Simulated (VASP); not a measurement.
Write the native input for VASP 6.6.1 that does the following.

* Task: single point
* Functional: PBEsol
* Potentials or basis: VASP PAW PBE potentials, release 64 (Ge_d)
* Cutoff: 520 eV
* k mesh: 14 × 14 × 14
* Occupations: gaussian, width 0.1 eV
* Spin: no spin polarisation
* Dipole correction: no
* Further INCAR settings: ALGO = Normal; EDIFF = 1e-06; NBANDS = 21

The structure of Ge lies in POSCAR:

```
Ge
1.0
    0.0000000000      2.7194971790      2.7194971790
    2.7194971790      0.0000000000      2.7194971790
    2.7194971790      2.7194971790      0.0000000000
Ge
2
Direct
    0.0000000000      0.0000000000      0.0000000000
    0.2500000000      0.2500000000      0.2500000000
```

The input as run:

INCAR

```
SYSTEM = Ge
  PREC = Accurate
  ENCUT = 520
  EDIFF = 1E-6
  ISMEAR = 0
  SIGMA = 0.1
  LREAL = .False.
  LASPH = .True.
  NELM = 80
  ALGO = Normal
  ISIF = 2
  LWAVE = .False.
  LCHARG = .False.
  GGA = PS
  NBANDS = 21
```

KPOINTS

```
Automatic mesh
0
Gamma
  14 14 14
  0 0 0
```

Potentials or basis: VASP PAW PBE potentials, release 64 (Ge_d).

The run is started by

```sh
$ cat potpaw_PBE.64/Ge_d/POTCAR > POTCAR
$ mpirun -np 1 vasp_std > vasp.out
```

It gave:

The pressure is 11.6 GPa and the band gap on the k mesh is 0.30 eV (least direct gap 1.12 eV).

Caveat: the cell stands under pressure; the PAW data sets were made with another functional, which shifts forces and pressure a little.

It took 110 s on 1 thread of Intel Xeon 8259CL (shared host), peak memory 0.21 GiB.
